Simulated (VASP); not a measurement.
# Ge (Fd-3m) in VASP: notebook

Runs on Ge. Level: PBE. Tasks: single point.

Program: VASP 6.6.1. These are calculated values, not measurements. Logs are shortened: lines on timing, memory, paths and dates and some standing lists are left out, and cuts for length are marked.

**1. The cell of the first run**

The structure is cubic, space group Fd-3m (No. 227). Conventional cell: a = 5.674 Å, b = 5.674 Å, c = 5.674 Å, α = 90.00°, β = 90.00°, γ = 90.00°. Ge (site symmetry -43m) has 4 Ge at 2.46 Å within 3.2 Å.

**2. Single point, PBE**

INCAR reads:

```
PREC = Accurate
ENCUT = 500
EDIFF = 1E-6
ISMEAR = 0
SIGMA = 0.001
LREAL = False
LASPH = True
NELM = 120
ALGO = Normal
ISIF = 2
LWAVE = False
LCHARG = True
GGA = PE
LELF = True
LVHAR = True
NBANDS = 21
GGA_COMPAT = False
```

KPOINTS reads:

```
regular mesh
0
Gamma
  6 6 6
```

POSCAR reads:

```
Ge
1.0
    0.0000000000      2.8368735121      2.8368735121
    2.8368735121      0.0000000000      2.8368735121
    2.8368735121      2.8368735121      0.0000000000
Ge
2
Direct
    0.0000000000      0.0000000000      0.0000000000
    0.2500000000      0.2500000000      0.2500000000
```

Potentials or basis: VASP PAW PBE potentials, release 64 (Ge_d).

On the command line:

```console
$ cat potpaw_PBE.64/Ge_d/POTCAR > POTCAR
$ mpirun -np 1 vasp_std > vasp.out
```

OUTCAR:

```text
PREC = Accurate
   ENCUT = 500
   EDIFF = 1E-6
   ISMEAR = 0
   LREAL = False
   LASPH = True
   NELM = 120
   ISIF = 2
   GGA = PE

 ion  position               nearest neighbor table
   1  0.000  0.000  0.000-   2 2.46   2 2.46   2 2.46   2 2.46
   2  0.250  0.250  0.250-   1 2.46   1 2.46   1 2.46   1 2.46

  LATTYP: Found a face centered cubic cell.
 ALAT       =     5.6737470242

  Lattice vectors:

 A1 = (   0.0000000000,   2.8368735121,   2.8368735121)
 A2 = (   2.8368735121,   0.0000000000,   2.8368735121)
 A3 = (   2.8368735121,   2.8368735121,   0.0000000000)

Analysis of symmetry for initial positions (statically):
=====================================================================
 Subroutine PRICEL returns:
 Original cell was already a primitive cell.

 Routine SETGRP: Setting up the symmetry group for a
 face centered cubic supercell.

 Subroutine GETGRP returns: Found 48 space group operations
 (whereof 24 operations were pure point group operations)
 out of a pool of 48 trial point group operations.

The static configuration has the point symmetry T_d .
 The point group associated with its full space group is O_h .

Analysis of symmetry for dynamics (positions and initial velocities):
=====================================================================
 Subroutine PRICEL returns:
 Original cell was already a primitive cell.

 Routine SETGRP: Setting up the symmetry group for a
 face centered cubic supercell.

 Subroutine GETGRP returns: Found 48 space group operations
 (whereof 24 operations were pure point group operations)
 out of a pool of 48 trial point group operations.

The dynamic configuration has the point symmetry T_d .
 The point group associated with its full space group is O_h .

 Subroutine INISYM returns: Found 48 space group operations
 (whereof 24 operations are pure point group operations),
 and found     1 'primitive' translations

----------------------------------------------------------------------------------------

                                     Primitive cell

  volume of cell :      45.6615

  direct lattice vectors                    reciprocal lattice vectors
     0.000000000  2.836873512  2.836873512    -0.176250368  0.176250368  0.176250368
     2.836873512  0.000000000  2.836873512     0.176250368 -0.176250368  0.176250368
     2.836873512  2.836873512  0.000000000     0.176250368  0.176250368 -0.176250368

  length of vectors
     4.011944996  4.011944996  4.011944996     0.305274592  0.305274592  0.305274592

  position of ions in fractional coordinates (direct lattice)
     0.000000000  0.000000000  0.000000000
     0.250000000  0.250000000  0.250000000

  ion indices of the primitive-cell ions
   primitive index   ion index
                 1           1
                 2           2

----------------------------------------------------------------------------------------

 KPOINTS: regular mesh

Automatic generation of k-mesh.
 Grid dimensions read from file:
 generate k-points for:    6    6    6

 Generating k-lattice:

  Cartesian coordinates                     Fractional coordinates (reciprocal lattice)
    -0.029375061  0.029375061  0.029375061     0.166666667  0.000000000  0.000000000
     0.029375061 -0.029375061  0.029375061     0.000000000  0.166666667  0.000000000
     0.029375061  0.029375061 -0.029375061     0.000000000  0.000000000  0.166666667

  Length of vectors
     0.050879099  0.050879099  0.050879099

  Shift w.r.t. Gamma in fractional coordinates (k-lattice)
     0.000000000  0.000000000  0.000000000

 Subroutine IBZKPT returns following result:
 ===========================================

 Found     16 irreducible k-points:

 Following reciprocal coordinates:
            Coordinates               Weight
  0.000000  0.000000  0.000000      1.000000
  0.166667  0.000000  0.000000      8.000000
  0.333333  0.000000  0.000000      8.000000
  0.500000  0.000000  0.000000      4.000000
  0.166667  0.166667  0.000000      6.000000
  0.333333  0.166667  0.000000     24.000000
[... 8 lines left out ...]
 -0.333333  0.333333  0.166667     24.000000
 -0.333333  0.500000  0.166667     12.000000
   k-points           NKPTS =     16   k-points in BZ     NKDIM =     16   number of bands    NBANDS=     21
   number of dos      NEDOS =    301   number of ions     NIONS =      2
   total plane-waves  NPLWV =  27000
   dimension x,y,z NGX =    30 NGY =   30 NGZ =   30
   dimension x,y,z NGXF=    60 NGYF=   60 NGZF=   60
   ions per type =               2
   NGX,Y,Z   is equivalent  to a cutoff of  12.43, 12.43, 12.43 a.u.
   NGXF,Y,Z  is equivalent  to a cutoff of  24.86, 24.86, 24.86 a.u.
 SYSTEM =  unknown system
   PREC   = accura    normal or accurate (medium, high low for compatibility)
   ISTART =      0    job   : 0-new  1-cont  2-samecut
   ICHARG =      2    charge: 1-file 2-atom 10-const
   ISPIN  =      1    spin polarized calculation?
   LNONCOLLINEAR =      F non collinear calculations
   LSORBIT =      F    spin-orbit coupling
   LASPH  =      T    aspherical Exc in radial PAW
   ENCUT  =  500.0 eV  36.75 Ry    6.06 a.u.   7.31  7.31  7.31*2*pi/ulx,y,z
   NELM   =    120;   NELMIN=  2; NELMDL= -5     # of ELM steps
   EDIFF  = 0.1E-05   stopping-criterion for ELM
   LREAL  =      F    real-space projection
   EDIFFG = 0.1E-04   stopping-criterion for IOM
   NSW    =      0    number of steps for IOM
   IBRION =     -1    ionic relax: 0-MD 1-quasi-New 2-CG
   NFREE  =      0    steps in history (QN), initial steepest desc. (CG)
   ISIF   =      2    stress and relaxation
   ISYM   =      2    0-nonsym 1-usesym 2-fastsym
   POTIM  = 0.5000    time-step for ionic-motion
   TEBEG  =    0.0;   TEEND  =   0.0 temperature during run
   PSTRESS=    0.0 pullay stress
   NELECT =      28.0000    total number of electrons
   NUPDOWN=      -1.0000    fix difference up-down
   EMIN   =  10.00;   EMAX   =-10.00  energy-range for DOS
   EFERMI =   0.00;   METHOD = LEGACY
   ISMEAR =     0;   SIGMA  =   0.00  broadening in eV -4-tet -1-fermi 0-gaus
   EFERMI_NEDOS =   21; number of points for ismear=-14 and -15
   IALGO  =     38    algorithm
   IMIX   =      4    mixing-type and parameters
     AMIX     =   0.40;   BMIX     =  1.00
     AMIX_MAG =   1.60;   BMIX_MAG =  1.00
  volume/ion in A,a.u.               =      22.83       154.07
  Fermi-wavevector in a.u.,A,eV,Ry     =   1.390841  2.628309 26.319643  1.934439
  Thomas-Fermi vector in A             =   2.514738
   LORBIT       =      0    0 simple, 1 ext, 2 COOP (PROOUT), +10 PAW based schemes
   GGA     = PE    functional components
   LHFCALC =     F    Hartree Fock is set to
   AEXX    =    0.0000 exact exchange contribution
   IVDW    =     0    specifies the selected vdW correction
   LEPSILON=     F    determine dielectric tensor
   LRPA    =     F    only Hartree local field effects (RPA)
 non-spin polarized calculation
 Gauss-broadening in eV      SIGMA  =   0.00
  energy-cutoff  :      500.00
  volume of cell :       45.66
 maximum number of plane-waves:      1211
 NGX is ok and might be reduce to    30
   NGX = 15   NGY = 15   NGZ = 15

 number of electron      28.0000015 magnetization

 Free energy of the ion-electron system (eV)
  ---------------------------------------------------
  ext. energy  EPLUGINS =         0.00000000
  ---------------------------------------------------
  free energy    TOTEN  =        -8.97228341 eV

  energy without entropy =       -8.97227627  energy(sigma->0) =       -8.97227984

 E-fermi :   4.9208     XC(G=0):  -9.8770

 val. band max:        4.9205060230   @ k =   0.0000   0.0000   0.0000
 cond. band min:       5.0786226852   @ k =   0.5000   0.0000   0.0000
 fundamental gap:      0.1581166622
 Fermi energy:         4.9208099373

 k-point     1 :       0.0000    0.0000    0.0000
  band No.  band energies     occupation
      1     -19.8785      2.00000
      2     -19.8785      2.00000
      3     -19.8785      2.00000
      4     -19.8430      2.00000
      5     -19.8430      2.00000
      6     -19.6370      2.00000
[... 13 lines left out ...]
     20      14.3752      0.00000
     21      14.3752      0.00000

 k-point     2 :       0.1667    0.0000    0.0000
  band No.  band energies     occupation
      1     -19.8901      2.00000
      2     -19.8901      2.00000
      3     -19.8742      2.00000
      4     -19.8261      2.00000
      5     -19.8261      2.00000
      6     -19.6537      2.00000
[... 13 lines left out ...]
     20      13.2575      0.00000
     21      13.2575      0.00000

 k-point     3 :       0.3333    0.0000    0.0000
  band No.  band energies     occupation
      1     -19.9000      2.00000
      2     -19.9000      2.00000
      3     -19.8656      2.00000
      4     -19.8074      2.00000
      5     -19.8074      2.00000
      6     -19.6677      2.00000
[... 13 lines left out ...]
     20      13.8720      0.00000
     21      13.8720      0.00000

 k-point     4 :       0.5000    0.0000    0.0000
  band No.  band energies     occupation
      1     -19.9024      2.00000
      2     -19.9024      2.00000
      3     -19.8612      2.00000
      4     -19.8021      2.00000
      5     -19.8021      2.00000
      6     -19.6709      2.00000
[... 13 lines left out ...]
     20      15.9084      0.00000
     21      16.0973      0.00000

 k-point     5 :       0.1667    0.1667    0.0000
  band No.  band energies     occupation
      1     -19.8878      2.00000
      2     -19.8878      2.00000
      3     -19.8872      2.00000
      4     -19.8277      2.00000
      5     -19.8065      2.00000
      6     -19.6867      2.00000
[... 13 lines left out ...]
     20      13.2964      0.00000
     21      14.8454      0.00000
[... 190 lines left out ...]
     20      16.4478      0.00000
     21      17.7144      0.00000

 k-point    14 :       0.5000    0.3333    0.1667
  band No.  band energies     occupation
      1     -19.9169      2.00000
      2     -19.9139      2.00000
      3     -19.8402      2.00000
      4     -19.7875      2.00000
      5     -19.7540      2.00000
      6     -19.7380      2.00000
[... 13 lines left out ...]
     20      14.8235      0.00000
     21      17.2642      0.00000

 k-point    15 :      -0.3333    0.3333    0.1667
  band No.  band energies     occupation
      1     -19.9268      2.00000
      2     -19.9167      2.00000
      3     -19.8186      2.00000
      4     -19.7698      2.00000
      5     -19.7478      2.00000
      6     -19.7398      2.00000
[... 13 lines left out ...]
     20      16.6647      0.00000
     21      16.7776      0.00000

 k-point    16 :      -0.3333    0.5000    0.1667
  band No.  band energies     occupation
      1     -19.9223      2.00000
      2     -19.9223      2.00000
      3     -19.7988      2.00000
      4     -19.7988      2.00000
      5     -19.7345      2.00000
      6     -19.7345      2.00000
[... 13 lines left out ...]
     20      15.8991      0.00000
     21      17.8065      0.00000

------------------------ aborting loop because EDIFF is reached ----------------------------------------

  FORCE on cell =-STRESS in cart. coord.  units (eV):
  Direction    XX          YY          ZZ          XY          YZ          ZX
  --------------------------------------------------------------------------------------
  -------------------------------------------------------------------------------------
  Total        0.8504086      0.8504086      0.8504086     -0.0000000      0.0000000     -0.0000000
  in kB       29.8392787     29.8392787     29.8392787     -0.0000000      0.0000000     -0.0000000
  external PRESSURE =      29.8392787 kB  Pullay stress =       0.0000000 kB

 VOLUME and BASIS-vectors are now :
 -----------------------------------------------------------------------------
  energy-cutoff  :      500.00
  volume of cell :       45.66
      direct lattice vectors                 reciprocal lattice vectors
     0.000000000  2.836873512  2.836873512    -0.176250368  0.176250368  0.176250368
     2.836873512  0.000000000  2.836873512     0.176250368 -0.176250368  0.176250368
     2.836873512  2.836873512  0.000000000     0.176250368  0.176250368 -0.176250368

 POSITION                                       TOTAL-FORCE (eV/Angst)
 -----------------------------------------------------------------------------------
      0.00000      0.00000      0.00000        -0.000000      0.000000     -0.000000
      1.41844      1.41844      1.41844         0.000000     -0.000000      0.000000
 -----------------------------------------------------------------------------------
    total drift:                                0.000000      0.000000      0.000000

  FREE ENERGIE OF THE ION-ELECTRON SYSTEM (eV)
  ---------------------------------------------------
  free  energy   TOTEN  =        -8.9722834097 eV

  energy  without entropy=       -8.9722762679  energy(sigma->0) =       -8.97227984
```

Run time: 36 s. Hardware: 1 thread of Intel Xeon 8259CL, shared host; peak memory 0.16 GiB.

Results:

```
Free energy            : -8.9723 eV
Pressure               : 3.0 GPa
Band gap on the k mesh : zero (filled and empty bands touch)
```

Levels at points of the mesh, in eV from the Fermi level:
```
           k point  band 11  band 12  band 13  band 14  band 15  band 16  band 17  band 18
(0.00, 0.00, 0.00)   -12.71    -0.04     0.00     0.00     0.00     2.55     2.55     2.55
(0.50, 0.00, 0.00)   -10.64    -7.56    -1.39    -1.39     0.16     3.74     3.74     7.13
(0.50, 0.50, 0.00)    -8.85    -8.85    -3.05    -3.05     0.76     0.76     9.45     9.45
```

**3. Single point, PBE**

INCAR reads:

```
SYSTEM = Ge
ALGO = Normal
EDIFF = 1E-6
ENCUT = 500
GGA = PE
GGA_COMPAT = .False.
ISIF = 2
ISMEAR = 1
LASPH = .True.
LCHARG = .False.
LREAL = .False.
LWAVE = .False.
NBANDS = 21
NELM = 120
PREC = Accurate
SIGMA = 0.5
```

KPOINTS reads:

```
k-points
0
Gamma
  6 6 6
  0 0 0
```

POSCAR is that of step 2.

Potentials or basis: VASP PAW PBE potentials, release 64 (Ge_d).

On the command line:

```console
$ cat potpaw_PBE.64/Ge_d/POTCAR > POTCAR
$ mpirun -np 1 vasp_std > vasp.out
```

OUTCAR:

```text
SYSTEM = Ge
   EDIFF = 1E-6
   ENCUT = 500
   GGA = PE
   ISIF = 2
   ISMEAR = 1
   LASPH = .True.
   LREAL = .False.
   NELM = 120
   PREC = Accurate

 ion  position               nearest neighbor table
   1  0.000  0.000  0.000-   2 2.46   2 2.46   2 2.46   2 2.46
   2  0.250  0.250  0.250-   1 2.46   1 2.46   1 2.46   1 2.46

  LATTYP: Found a face centered cubic cell.
 ALAT       =     5.6737470242

  Lattice vectors:

 A1 = (   0.0000000000,   2.8368735121,   2.8368735121)
 A2 = (   2.8368735121,   0.0000000000,   2.8368735121)
 A3 = (   2.8368735121,   2.8368735121,   0.0000000000)

Analysis of symmetry for initial positions (statically):
=====================================================================
 Subroutine PRICEL returns:
 Original cell was already a primitive cell.

 Routine SETGRP: Setting up the symmetry group for a
 face centered cubic supercell.

 Subroutine GETGRP returns: Found 48 space group operations
 (whereof 24 operations were pure point group operations)
 out of a pool of 48 trial point group operations.

The static configuration has the point symmetry T_d .
 The point group associated with its full space group is O_h .
[... 150 lines left out ...]
  free energy    TOTEN  =        -8.97028035 eV

  energy without entropy =       -8.97991815  energy(sigma->0) =       -8.97349295

 E-fermi :   4.8885     XC(G=0):  -9.8770

 val. band max:        4.8789052992   @ k =   0.0000   0.0000   0.0000
 cond. band min:       4.9201623458   @ k =   0.0000   0.0000   0.0000
 fundamental gap:      0.0412570466
 Fermi energy:         4.8884750476

 k-point     1 :       0.0000    0.0000    0.0000
  band No.  band energies     occupation
      1     -19.8799      2.00000
      2     -19.8799      2.00000
      3     -19.8799      2.00000
      4     -19.8445      2.00000
      5     -19.8445      2.00000
      6     -19.6384      2.00000
[... 373 lines left out ...]
     20      15.8989      0.00000
     21      17.8063      0.00000

------------------------ aborting loop because EDIFF is reached ----------------------------------------

  FORCE on cell =-STRESS in cart. coord.  units (eV):
  Direction    XX          YY          ZZ          XY          YZ          ZX
  --------------------------------------------------------------------------------------
  -------------------------------------------------------------------------------------
  Total        0.8287532      0.8287532      0.8287532      0.0000000      0.0000000      0.0000000
  in kB       29.0794288     29.0794288     29.0794288      0.0000000      0.0000000      0.0000000
  external PRESSURE =      29.0794288 kB  Pullay stress =       0.0000000 kB

 VOLUME and BASIS-vectors are now :
 -----------------------------------------------------------------------------
  energy-cutoff  :      500.00
  volume of cell :       45.66
      direct lattice vectors                 reciprocal lattice vectors
     0.000000000  2.836873512  2.836873512    -0.176250368  0.176250368  0.176250368
     2.836873512  0.000000000  2.836873512     0.176250368 -0.176250368  0.176250368
     2.836873512  2.836873512  0.000000000     0.176250368  0.176250368 -0.176250368

 POSITION                                       TOTAL-FORCE (eV/Angst)
 -----------------------------------------------------------------------------------
      0.00000      0.00000      0.00000        -0.000000     -0.000000     -0.000000
      1.41844      1.41844      1.41844         0.000000      0.000000      0.000000
 -----------------------------------------------------------------------------------
    total drift:                                0.000000      0.000000      0.000000

  FREE ENERGIE OF THE ION-ELECTRON SYSTEM (eV)
  ---------------------------------------------------
  free  energy   TOTEN  =        -8.9702803479 eV

  energy  without entropy=       -8.9799181495  energy(sigma->0) =       -8.97349295
```

OSZICAR:

```text
N       E                     dE             d eps       ncg     rms          rms(c)
DAV:   1     0.189577214528E+03    0.18958E+03   -0.13928E+04   749   0.353E+03
DAV:   2     0.184131213819E+02   -0.17116E+03   -0.16635E+03   672   0.623E+02
DAV:   3    -0.816254061245E+01   -0.26576E+02   -0.26396E+02   767   0.142E+02
DAV:   4    -0.904318486574E+01   -0.88064E+00   -0.88015E+00   767   0.305E+01
DAV:   5    -0.905763781738E+01   -0.14453E-01   -0.14453E-01   745   0.422E+00    0.319E+00
DAV:   6    -0.899879611145E+01    0.58842E-01   -0.21541E-02   792   0.144E+00    0.189E+00
DAV:   7    -0.896826054120E+01    0.30536E-01   -0.49241E-02   750   0.195E+00    0.149E-01
DAV:   8    -0.897008781371E+01   -0.18273E-02   -0.59759E-03   757   0.922E-01    0.437E-02
DAV:   9    -0.897026243994E+01   -0.17463E-03   -0.25269E-04   752   0.207E-01    0.153E-02
DAV:  10    -0.897027847089E+01   -0.16031E-04   -0.34285E-05   864   0.627E-02    0.627E-03
DAV:  11    -0.897028030709E+01   -0.18362E-05   -0.48405E-06   710   0.342E-02    0.148E-03
DAV:  12    -0.897028034788E+01   -0.40797E-07   -0.14446E-07   456   0.595E-03
   1 F= -.89702803E+01 E0= -.89734929E+01  d E =0.963780E-02
```

Run time: 32 s. Hardware: 1 thread of Intel Xeon 8259CL, shared host; peak memory 0.16 GiB.

What came out:

- Free energy: -8.9703 eV
- Pressure: 2.9 GPa
- Band gap on the k mesh: zero (filled and empty bands touch)
